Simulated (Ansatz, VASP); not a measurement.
# NaH: VASP beside Ansatz

Contents of INCAR:

```
SYSTEM = NaH
PREC = Accurate
ENCUT = 500
EDIFF = 1E-6
ISMEAR = 0
SIGMA = 0.01
LREAL = .False.
LASPH = .True.
NELM = 120
ALGO = Normal
ISIF = 2
LWAVE = .False.
LCHARG = .False.
GGA = PE
NBANDS = 11
GGA_COMPAT = .False.
```

File KPOINTS:

```
regular mesh
0
Gamma
  8 8 8
  0 0 0
```

The input POSCAR:

```
NaH
1.0
    0.0000000000      2.3975122873      2.3975122873
    2.3975122873      0.0000000000      2.3975122873
    2.3975122873      2.3975122873      0.0000000000
Na H
1 1
Direct
    0.0000000000      0.0000000000      0.0000000000
    0.5000000000      0.5000000000      0.5000000000
```

Input for Ansatz:

```yaml
crystal:
  lattice:
    - [0.0, 2.3975122873, 2.3975122873]
    - [2.3975122873, 0.0, 2.3975122873]
    - [2.3975122873, 2.3975122873, 0.0]
  atoms:
    - { symbol: Na, position: [0.0, 0.0, 0.0] }
    - { symbol: H, position: [0.5, 0.5, 0.5] }
kpoints:
  mp_grid: { grid: [8, 8, 8] }
hamiltonian:
  xc: pbe
scf:
  occupations: { method: fixed }
output:
  optics:
    e_range: [0, 18]
    de: 0.05
    sigma: 0.1
    bands: { spectra_wanted_up_to: 18 }
  write_density: true
  write_potential: true
  elf: true
  volumetric_format: npy
```

Alike in both runs: task single point; functional PBE; k mesh 8 × 8 × 8; no spin polarisation.

|  | VASP | Ansatz |
| --- | --- | --- |
| version | VASP 6.6.1 | Ansatz 0.2.0 |
| potentials or method | VASP PAW PBE potentials, release 64 (Na_pv, H) | plane waves, PAW |
| plane-wave cutoff (eV) | 500 | 420 |
| occupations | gaussian, width 0.01 eV | fixed |
| valence electrons in the cell | 8 | 10 |

```tsv
	VASP	Ansatz	Ansatz less VASP
gap on the k mesh at the Fermi level (eV)	3.80	3.80	+0.003
```

VASP's potentials hold 8 valence electrons a cell and Ansatz's 10, so a difference there can come from the potentials and not from the codes.
